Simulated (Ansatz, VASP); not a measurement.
One calculation of BN, two programs

```xyz
2
Lattice="0.0000 1.8770 1.7734 1.8770 0.0000 1.7734 1.8770 1.8770 0.0000" Properties=species:S:1:pos:R:3 pbc="T T T"
B     0.0000    0.0000    0.0000
N     0.9385    0.9385    0.8867
```

Change from the starting cell: epitaxial_xy strain +4.0%.

Alike in both runs: task single point; functional HSE06; k mesh 8 × 8 × 8; no spin polarisation.

|  | VASP | Ansatz |
| --- | --- | --- |
| version | VASP 6.6.1 | Ansatz 0.2.0 |
| potentials or method | VASP PAW PBE potentials, release 64 (B, N) | plane waves, PAW |
| plane-wave cutoff (eV) | 520 | 420 |
| occupations | gaussian, width 0.01 eV | fixed |
| valence electrons in the cell | 8 | 8 |

Ansatz gave:

```
gap on the k mesh at the Fermi level (eV)                     : 4.78
pressure (GPa)                                                : -25.6
traceless stress, the component that is largest in VASP (GPa) : 21.42
```

Estimate VASP's values.

gap on the k mesh at the Fermi level (eV): 4.77; pressure (GPa): -25.3; traceless stress, the component that is largest in VASP (GPa): 21.41.

Ansatz's warnings: stress exchange threshold loose, stress scf threshold loose.
